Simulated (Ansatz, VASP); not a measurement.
Two plane-wave programs on MgF2

```
Mg F
1.0
     4.65656    0.00000    0.00000
     0.00000    4.65656    0.00000
     0.00000    0.00000    3.06955
Mg F
2 4
Direct
  0.00000 0.00000 0.00000
  0.50000 0.50000 0.50000
  0.30337 0.30337 0.00000
  0.19663 0.80337 0.50000
  0.69663 0.69663 0.00000
  0.80337 0.19663 0.50000
```

Alike in both runs: functional r2SCAN; k mesh 6 × 6 × 10; occupations fermi-dirac, width 0.02 eV; no spin polarisation.

Ansatz relaxed the structure, and its values are those at the end. VASP's run is a single point on that final structure, the one shown.

|  | VASP | Ansatz |
| --- | --- | --- |
| version | VASP 6.6.1 | Ansatz 0.2.0 |
| potentials or method | VASP PAW PBE potentials, release 64 (Mg, F), cutoff 660 eV | PAW plane waves |
| valence electrons in the cell | 32 | 48 |

```csv
,VASP,Ansatz,Ansatz less VASP
gap on the k mesh at the Fermi level (eV),7.88,7.92,+0.046
pressure (GPa),-3.7,-2.0,+1.71
rms of the force components (eV/Å),0.005,0.000,-0.0050
```

VASP's potentials were made for PBE, not for r2SCAN. With one functional, cell and mesh, what is left measures potentials, basis and numerics. VASP's potentials hold 32 valence electrons a cell and Ansatz's 48, so a difference there can come from the potentials and not from the codes. Ansatz's warnings: stress scf threshold loose.
